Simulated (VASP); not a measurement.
# Sb (R-3m) in VASP: notebook

Sb is run at these levels: r2SCAN; tasks: single point.

Program: VASP 6.6.1. These are calculated values, not measurements. Logs are shortened: lines on timing, memory, paths and dates and some standing lists are left out, and cuts for length are marked.

**1. The cell of the first run**

It takes space group R-3m (No. 166, trigonal). The conventional cell has a = 4.341 Å, b = 4.341 Å, c = 11.613 Å, α = 90.00°, β = 90.00°, γ = 120.00°. Sb (site symmetry 3m) has 6 Sb at 2.92 to 3.45 Å within 3.8 Å.

**2. Single point, r2SCAN**

Input file POSCAR:

```
Sb
1.0
    2.1706020527      1.2531976795      3.8710910875
   -2.1706020527      1.2531976795      3.8710910875
    0.0000000000     -2.5063953589      3.8710910875
Sb
2
Direct
    0.2313018333      0.2313018333      0.2313018333
    0.7686981667      0.7686981667      0.7686981667
```

Input file INCAR.step1:

```
  PREC = Accurate
  ENCUT = 520
  ISMEAR = 0
  SIGMA = 0.01
  LREAL = False
  LASPH = True
  NELM = 60
  NBANDS = 12
  GGA = PE
  ALGO = Normal
  EDIFF = 1E-4
  LWAVE = True
  LCHARG = False
```

Input file INCAR.step2:

```
  PREC = Accurate
  ENCUT = 520
  EDIFF = 1E-6
  ISMEAR = 0
  SIGMA = 0.01
  LREAL = False
  LASPH = True
  NELM = 60
  ALGO = Normal
  ISIF = 2
  LWAVE = False
  LCHARG = False
  METAGGA = R2SCAN
  LMIXTAU = True
  NBANDS = 12
  ISTART = 1
```

Input file KPOINTS:

```
regular mesh
0
Gamma
  9 9 9
```

Potentials or basis: VASP PAW PBE potentials, release 64 (Sb).

Run with:

```sh
> cat potpaw_PBE.64/Sb/POTCAR > POTCAR
> cp INCAR.step1 INCAR
> mpirun -np 1 vasp_std > vasp.out
> cp INCAR.step2 INCAR
> mpirun -np 1 vasp_std > vasp.out
```

OUTCAR:

```text
PREC = Accurate
   ENCUT = 520
   EDIFF = 1E-6
   ISMEAR = 0
   LREAL = False
   LASPH = True
   NELM = 60
   ISIF = 2
   METAGGA = R2SCAN
   ISTART = 1

 ion  position               nearest neighbor table
   1  0.231  0.231  0.231-   2 2.92   2 2.92   2 2.92   2 3.45   2 3.45   2 3.45
   2  0.769  0.769  0.769-   1 2.92   1 2.92   1 2.92   1 3.45   1 3.45   1 3.45

  LATTYP: Found a trigonal (rhomboedric) cell.
 ALAT       =     4.6116552238
 COS(alpha) =     0.5569255040

  Lattice vectors:

 A1 = (   2.1706020527,   1.2531976795,   3.8710910875)
 A2 = (  -2.1706020527,   1.2531976795,   3.8710910875)
 A3 = (   0.0000000000,  -2.5063953589,   3.8710910875)

Analysis of symmetry for initial positions (statically):
=====================================================================
 Subroutine PRICEL returns:
 Original cell was already a primitive cell.

 Routine SETGRP: Setting up the symmetry group for a
 trigonal (rhombohedral) supercell.

 Subroutine GETGRP returns: Found 12 space group operations
 (whereof 12 operations were pure point group operations)
 out of a pool of 12 trial point group operations.

The static configuration has the point symmetry D_3d.

Analysis of symmetry for dynamics (positions and initial velocities):
=====================================================================
 Subroutine PRICEL returns:
 Original cell was already a primitive cell.

 Routine SETGRP: Setting up the symmetry group for a
 trigonal (rhombohedral) supercell.

 Subroutine GETGRP returns: Found 12 space group operations
 (whereof 12 operations were pure point group operations)
 out of a pool of 12 trial point group operations.

The dynamic configuration has the point symmetry D_3d.

 Subroutine INISYM returns: Found 12 space group operations
 (whereof 12 operations are pure point group operations),
 and found     1 'primitive' translations

----------------------------------------------------------------------------------------

                                     Primitive cell

  volume of cell :      63.1807

  direct lattice vectors                    reciprocal lattice vectors
     2.170602053  1.253197679  3.871091087     0.230350837  0.132993118  0.086108367
    -2.170602053  1.253197679  3.871091087    -0.230350837  0.132993118  0.086108367
     0.000000000 -2.506395359  3.871091087     0.000000000 -0.265986236  0.086108367

  length of vectors
     4.611655224  4.611655224  4.611655224     0.279577053  0.279577053  0.279577053

  position of ions in fractional coordinates (direct lattice)
     0.231301833  0.231301833  0.231301833
     0.768698167  0.768698167  0.768698167

  ion indices of the primitive-cell ions
   primitive index   ion index
                 1           1
                 2           2

----------------------------------------------------------------------------------------

 KPOINTS: regular mesh

Automatic generation of k-mesh.
 Grid dimensions read from file:
 generate k-points for:    9    9    9

 Generating k-lattice:

  Cartesian coordinates                     Fractional coordinates (reciprocal lattice)
     0.025594537  0.014777013  0.009567596     0.111111111  0.000000000  0.000000000
    -0.025594537  0.014777013  0.009567596     0.000000000  0.111111111  0.000000000
     0.000000000 -0.029554026  0.009567596     0.000000000  0.000000000  0.111111111

  Length of vectors
     0.031064117  0.031064117  0.031064117

  Shift w.r.t. Gamma in fractional coordinates (k-lattice)
     0.000000000  0.000000000  0.000000000

 Subroutine IBZKPT returns following result:
 ===========================================

 Found     85 irreducible k-points:

 Following reciprocal coordinates:
            Coordinates               Weight
  0.000000  0.000000  0.000000      1.000000
  0.111111  0.000000  0.000000      6.000000
  0.222222  0.000000  0.000000      6.000000
  0.333333  0.000000  0.000000      6.000000
  0.444444  0.000000  0.000000      6.000000
  0.111111  0.111111  0.000000      6.000000
[... 16 lines left out ...]
 -0.333333  0.333333  0.000000      6.000000
  0.444444  0.444444  0.000000      6.000000
 [... further k-points ...]
   k-points           NKPTS =     85   k-points in BZ     NKDIM =     85   number of bands    NBANDS=     12
   number of dos      NEDOS =    301   number of ions     NIONS =      2
   total plane-waves  NPLWV =  46656
   dimension x,y,z NGX =    36 NGY =   36 NGZ =   36
   dimension x,y,z NGXF=    72 NGYF=   72 NGZF=   72
   ions per type =               2
   NGX,Y,Z   is equivalent  to a cutoff of  12.98, 12.98, 12.98 a.u.
   NGXF,Y,Z  is equivalent  to a cutoff of  25.96, 25.96, 25.96 a.u.
 SYSTEM =  unknown system
   PREC   = accura    normal or accurate (medium, high low for compatibility)
   ISTART =      1    job   : 0-new  1-cont  2-samecut
   ICHARG =      0    charge: 1-file 2-atom 10-const
   ISPIN  =      1    spin polarized calculation?
   LNONCOLLINEAR =      F non collinear calculations
   LSORBIT =      F    spin-orbit coupling
   LASPH  =      T    aspherical Exc in radial PAW
   ENCUT  =  520.0 eV  38.22 Ry    6.18 a.u.   8.57  8.57  8.57*2*pi/ulx,y,z
   NELM   =     60;   NELMIN=  2; NELMDL=  0     # of ELM steps
   EDIFF  = 0.1E-05   stopping-criterion for ELM
   LREAL  =      F    real-space projection
   EDIFFG = 0.1E-04   stopping-criterion for IOM
   NSW    =      0    number of steps for IOM
   IBRION =     -1    ionic relax: 0-MD 1-quasi-New 2-CG
   NFREE  =      0    steps in history (QN), initial steepest desc. (CG)
   ISIF   =      2    stress and relaxation
   ISYM   =      2    0-nonsym 1-usesym 2-fastsym
   POTIM  = 0.5000    time-step for ionic-motion
   TEBEG  =    0.0;   TEEND  =   0.0 temperature during run
   PSTRESS=    0.0 pullay stress
   NELECT =      10.0000    total number of electrons
   NUPDOWN=      -1.0000    fix difference up-down
   EMIN   =  10.00;   EMAX   =-10.00  energy-range for DOS
   EFERMI =   0.00;   METHOD = LEGACY
   ISMEAR =     0;   SIGMA  =   0.01  broadening in eV -4-tet -1-fermi 0-gaus
   EFERMI_NEDOS =   21; number of points for ismear=-14 and -15
   IALGO  =     38    algorithm
   IMIX   =      4    mixing-type and parameters
     AMIX     =   0.40;   BMIX     =  1.00
     AMIX_MAG =   1.60;   BMIX_MAG =  1.00
  volume/ion in A,a.u.               =      31.59       213.18
  Fermi-wavevector in a.u.,A,eV,Ry     =   0.885551  1.673448 10.669686  0.784200
  Thomas-Fermi vector in A             =   2.006599
   LORBIT       =      0    0 simple, 1 ext, 2 COOP (PROOUT), +10 PAW based schemes
   METAGGA = R2SCAN    functional components
   LHFCALC =     F    Hartree Fock is set to
   AEXX    =    0.0000 exact exchange contribution
   IVDW    =     0    specifies the selected vdW correction
   LEPSILON=     F    determine dielectric tensor
   LRPA    =     F    only Hartree local field effects (RPA)
 non-spin polarized calculation
 Gauss-broadening in eV      SIGMA  =   0.01
  energy-cutoff  :      520.00
  volume of cell :       63.18
 maximum number of plane-waves:      1715
   NGX = 17   NGY = 17   NGZ = 17

 number of electron      10.0000000 magnetization

 Free energy of the ion-electron system (eV)
  ---------------------------------------------------
  ext. energy  EPLUGINS =         0.00000000
  ---------------------------------------------------
  free energy    TOTEN  =       -51.39831299 eV

  energy without entropy =      -51.39831299  energy(sigma->0) =      -51.39831299

 E-fermi :   6.7292     XC(G=0):  -9.7779

 val. band max:        6.6709935076   @ k =   0.3333   0.2222   0.2222
 cond. band min:       6.8018178040   @ k =   0.4444   0.0000   0.0000
 fundamental gap:      0.1308242964
 Fermi energy:         6.7291828860

 k-point     1 :       0.0000    0.0000    0.0000
  band No.  band energies     occupation
      1      -6.3497      2.00000
      2       1.6555      2.00000
      3       4.4799      2.00000
      4       4.7955      2.00000
      5       4.7955      2.00000
      6       8.6150      0.00000
      7       9.3503      0.00000
      8       9.3503      0.00000
      9      12.2973      0.00000
     10      12.2973      0.00000
     11      12.5207      0.00000
     12      13.8829      0.00000

 k-point     2 :       0.1111    0.0000    0.0000
  band No.  band energies     occupation
      1      -6.2112      2.00000
      2       1.0790      2.00000
      3       4.5211      2.00000
      4       4.7462      2.00000
      5       4.9748      2.00000
      6       8.6291      0.00000
      7       9.0417      0.00000
      8       9.0962      0.00000
      9      11.7422      0.00000
     10      12.1961      0.00000
     11      12.3026      0.00000
     12      14.7223      0.00000

 k-point     3 :       0.2222    0.0000    0.0000
  band No.  band energies     occupation
      1      -5.7991      2.00000
      2      -0.1649      2.00000
      3       4.4912      2.00000
      4       4.6382      2.00000
      5       5.3978      2.00000
      6       8.1491      0.00000
      7       8.4245      0.00000
      8       8.4803      0.00000
      9      11.8185      0.00000
     10      12.3496      0.00000
     11      12.8902      0.00000
     12      16.4252      0.00000
[... 286 lines left out ...]
 k-point    23 :      -0.3333    0.3333    0.0000
  band No.  band energies     occupation
      1      -3.2649      2.00000
      2      -3.1152      2.00000
      3       1.5995      2.00000
      4       3.8174      2.00000
      5       4.0476      2.00000
      6       8.9436      0.00000
      7       9.2072      0.00000
      8      12.0872      0.00000
      9      12.2582      0.00000
     10      13.5127      0.00000
     11      14.9912      0.00000
     12      17.2134      0.00000

 k-point    24 :       0.4444    0.4444    0.0000
  band No.  band energies     occupation
      1      -4.1499      2.00000
      2      -1.5414      2.00000
      3       1.4864      2.00000
      4       2.9739      2.00000
      5       3.0235      2.00000
      6       8.4617      0.00000
      7      11.5320      0.00000
      8      12.4022      0.00000
      9      13.1174      0.00000
     10      15.5216      0.00000
     11      16.7563      0.00000
     12      17.6523      0.00000

 [... further k-points ...]

------------------------ aborting loop because EDIFF is reached ----------------------------------------

  FORCE on cell =-STRESS in cart. coord.  units (eV):
  Direction    XX          YY          ZZ          XY          YZ          ZX
  --------------------------------------------------------------------------------------
  -------------------------------------------------------------------------------------
  Total        0.0758690      0.0758690      0.0176690     -0.0000000      0.0000000      0.0000000
  in kB        1.9239356      1.9239356      0.4480630     -0.0000000      0.0000000      0.0000000
  external PRESSURE =       1.4319781 kB  Pullay stress =       0.0000000 kB

 VOLUME and BASIS-vectors are now :
 -----------------------------------------------------------------------------
  energy-cutoff  :      520.00
  volume of cell :       63.18
      direct lattice vectors                 reciprocal lattice vectors
     2.170602053  1.253197679  3.871091087     0.230350837  0.132993118  0.086108367
    -2.170602053  1.253197679  3.871091087    -0.230350837  0.132993118  0.086108367
     0.000000000 -2.506395359  3.871091087     0.000000000 -0.265986236  0.086108367

 POSITION                                       TOTAL-FORCE (eV/Angst)
 -----------------------------------------------------------------------------------
      0.00000      0.00000      2.68617         0.000000      0.000000      0.048054
      0.00000      0.00000      8.92710         0.000000     -0.000000     -0.048054
 -----------------------------------------------------------------------------------
    total drift:                                0.000000     -0.000000      0.000000

  FREE ENERGIE OF THE ION-ELECTRON SYSTEM (eV)
  ---------------------------------------------------
  free  energy   TOTEN  =       -51.3983129909 eV

  energy  without entropy=      -51.3983129909  energy(sigma->0) =      -51.39831299
```

Wall time 88 s (1 thread of Intel Xeon 6975P-C (Granite Rapids), shared host); peak memory 0.24 GiB.

Results:

* Free energy: -51.3983 eV
* Pressure: 0.1 GPa
* Largest force: 0.048 eV/Å
* Band gap on the k mesh: 0.13 eV, indirect (least direct gap 0.58 eV)

Forces on the atoms (eV/Å):
```
Sb   0.000  0.000  0.048
Sb   0.000  0.000 -0.048
```

Stress tensor (GPa, compression positive):
```
0.19 0.00 0.00
0.00 0.19 0.00
0.00 0.00 0.04
```

Caveat: the PAW data sets were made with another functional, which shifts forces and pressure a little; spin-orbit coupling is left out, which moves the levels of the heavy elements. A k mesh can miss the band edges.

(Continued in part 2 of 2.)
